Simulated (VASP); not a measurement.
Here is a VASP 6.6.1 calculation.

File POSCAR:

```
PbSe
1.0
    0.0000000000      3.0490662777      3.0490662777
    3.0490662777      0.0000000000      3.0490662777
    3.0490662777      3.0490662777      0.0000000000
Pb Se
1 1
Direct
    0.5000000000      0.5000000000      0.5000000000
    0.0000000000      0.0000000000      0.0000000000
```

Contents of INCAR.step1:

```
ALGO = Normal ; EDIFF = 1E-4
ENCUT = 520 ; GGA = PE
ISMEAR = 0 ; LASPH = T
LCHARG = F ; LREAL = F
LWAVE = T ; NBANDS = 17
NELM = 80 ; PREC = Accurate
SIGMA = 0.05
```

File INCAR.step2:

```
ALGO = Normal ; BPARAM = 11.95
CPARAM = 0.0093 ; EDIFF = 1E-7
ENCUT = 520 ; ISIF = 2
ISMEAR = 0 ; ISTART = 1
IVDW_NL = 2 ; LASPH = T
LCHARG = F ; LMIXTAU = T
LREAL = F ; LUSE_VDW = T
LWAVE = F ; METAGGA = R2SCAN
NBANDS = 17 ; NELM = 80
PREC = Accurate ; SIGMA = 0.05
```

File KPOINTS:

```
k-points
0
Gamma
  6 6 6
```

Potentials or basis: VASP PAW PBE potentials, release 64 (Pb_d, Se).

Launch:

```console
$ cat potpaw_PBE.64/Pb_d/POTCAR potpaw_PBE.64/Se/POTCAR > POTCAR
$ cp INCAR.step1 INCAR
$ mpirun -np 1 vasp_std > vasp.out
$ cp INCAR.step2 INCAR
$ mpirun -np 1 vasp_std > vasp.out
```

(1) Estimate the band gap on the k mesh.

(2) Predict the pressure.

Results:

(1) 0.50 eV, direct.

(2) 1.3 GPa.

Caveat: the PAW data sets were made with another functional, which shifts forces and pressure a little; spin-orbit coupling is left out, which moves the levels of the heavy elements.
